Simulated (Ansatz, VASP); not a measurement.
One calculation of Zn, two programs

```
Zn
1.0
     2.69145    0.00000    0.00000
    -1.34572    2.33086    0.00000
     0.00000    0.00000    4.94670
Zn
2
Cartesian
  0.0000 1.5539 1.2367
  1.3457 0.7770 3.7100
```

Change from the starting cell: x and y stretched by +1 %, z held.

Alike in both runs: task single point; functional PBE; k mesh 16 × 16 × 8; occupations fermi-dirac, width 0.03 eV; no spin polarisation.

```csv
,VASP,Ansatz
version,VASP 6.6.1,Ansatz 0.2.0
potentials or method,"VASP PAW PBE potentials, release 64 (Zn), cutoff 520 eV","all-electron LAPW, scalar-relativistic"
```

```csv
,VASP,Ansatz,Ansatz less VASP
pressure (GPa),-1.7,-2.0,-0.30
"traceless stress, the component that is largest in VASP (GPa)",0.84,0.93,+0.094
```

Ansatz ran all-electron here, and VASP with PAW potentials.
